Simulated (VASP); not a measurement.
Here is a VASP 6.6.1 calculation.

File INCAR:

```
SYSTEM = P
ALGO = Fast ; EDIFF = 1E-7
EDIFFG = -0.04 ; ENCUT = 600
GGA = PE ; IBRION = 2
ISIF = 3 ; ISMEAR = 0
LASPH = .TRUE. ; LCHARG = .FALSE.
LREAL = .FALSE. ; LWAVE = .FALSE.
NELM = 80 ; NSW = 90
PREC = Accurate ; SIGMA = 0.1
```

Contents of KPOINTS:

```
k-points
0
G
  6 6 6
  0 0 0
```

POSCAR

```
P
1.0
   -1.9549946000      1.9549946000      3.8992522600
    1.9549946000     -1.9549946000      3.8992522600
    1.9549946000      1.9549946000     -3.8992522600
P
4
Direct
    0.3750000000      0.9863820100      0.1113820100
    0.7363820100      0.1250000000      0.1113820100
    0.0136179900      0.6250000000      0.8886179900
    0.8750000000      0.2636179900      0.8886179900
```

Potentials or basis: VASP PAW PBE potentials, release 64 (P).

Command:

```console
$ cat potpaw_PBE.64/P/POTCAR > POTCAR
$ mpirun -np 1 vasp_std > vasp.out
```

(1) What does it give for the space group after relaxing (to 0.1 Å)?

(2) What does it give for the relaxed volume?

Answers

(1) I4_122 (No. 98).

(2) 15.06 Å³/atom.

Caveat: a cell axis changed by over 15 % at a fixed basis, so the end point is rough.
